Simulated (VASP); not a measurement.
Here is a VASP 6.6.1 calculation.

Contents of INCAR:

```
SYSTEM = Li3Cd2Pb2
PREC     = Accurate       ! precision mode
ENCUT    = 520            ! plane-wave cutoff, eV
EDIFF    = 1E-6           ! SCF threshold, eV
ISMEAR   = 0              ! smearing method
SIGMA    = 0.2            ! smearing width, eV
LREAL    = .False.        ! projectors in reciprocal space
LASPH    = .True.         ! aspherical terms in the spheres
NELM     = 100            ! most SCF steps
ALGO     = Fast           ! electronic algorithm
ISIF     = 2              ! what is computed and relaxed
LWAVE    = .False.        ! write WAVECAR
LCHARG   = .False.        ! write CHGCAR
GGA      = PE             ! functional
NBANDS   = 40             ! bands
```

File KPOINTS:

```
Automatic mesh
0
Gamma
  3 3 4
  0 0 0
```

Contents of POSCAR:

```
Li3Cd2Pb2
1.0
    5.0142245928     -3.6991215764      0.1717143958
    5.0142245928      3.6991215764      0.1717143958
   -0.1864490043      0.0000000000      4.9370676889
Li Cd Pb
3 2 2
Direct
    0.6527142452      0.3472857548      0.5000000000
    0.3472857548      0.6527142452      0.5000000000
    0.0000000000      0.0000000000      0.5000000000
    0.7931205387      0.2068794613      0.0000000000
    0.2068794613      0.7931205387      0.0000000000
    0.0000000000      0.5000000000      0.5000000000
    0.5000000000      0.0000000000      0.5000000000
```

Potentials or basis: VASP PAW PBE potentials, release 64 (Li_sv, Cd, Pb_d).

Launch:

```console
$ cat potpaw_PBE.64/Li_sv/POTCAR potpaw_PBE.64/Cd/POTCAR potpaw_PBE.64/Pb_d/POTCAR > POTCAR
$ mpirun -np 1 vasp_std > vasp.out
```

Problem. What does it give for the largest force?

Solution. 0.012 eV/Å.

Problem. Estimate the band gap on the k mesh.

Solution. Zero (an odd number of electrons rules out a gap without spin polarisation).

Forces in eV/Å, atoms in the order of the input:
```
Li   0.000  0.003  0.000
Li   0.000 -0.003  0.000
Li   0.000  0.000  0.000
Cd   0.000  0.012  0.000
Cd   0.000 -0.012  0.000
Pb   0.000  0.000  0.000
Pb   0.000  0.000  0.000
```

Caveat: spin-orbit coupling is left out, which moves the levels of the heavy elements.
